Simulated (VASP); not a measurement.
## C: single point with PBE

Crystal: C.

```
C
1.0
     0.00000    1.78342    1.78342
     1.78342    0.00000    1.78342
     1.78342    1.78342    0.00000
C
2
Direct
  0.50000 0.50000 0.50000
  0.75000 0.75000 0.75000
```

| Quantity | Value |
| --- | --- |
| Program | VASP 6.6.1 |
| Task | single point |
| Functional | PBE |
| Potentials or basis | VASP PAW PBE potentials, release 64 (C) |
| Cutoff | 600 eV |
| k mesh | 11 × 11 × 11 |
| Occupations | fermi-dirac, width 0.1 eV |
| Spin | no spin polarisation |

| Quantity | Value |
| --- | --- |
| Pressure | 1.7 GPa |
| Band gap on the k mesh | 4.13 eV, indirect (least direct gap 5.59 eV) |

Levels at points of the mesh, in eV from the valence-band top:
```
           k point  band 1  band 2  band 3  band 4  band 5  band 6  band 7  band 8  band 9
(0.00, 0.00, 0.00)  -21.48    0.00    0.00    0.00    5.59    5.59    5.59   13.33   19.29
```

It used 7.7 s of CPU time on 1 thread of AMD EPYC 7R13 Processor (Zen 3) (shared host).

A k mesh can miss the band edges. A hybrid or GW would open this gap; PBE tends to underestimate it.
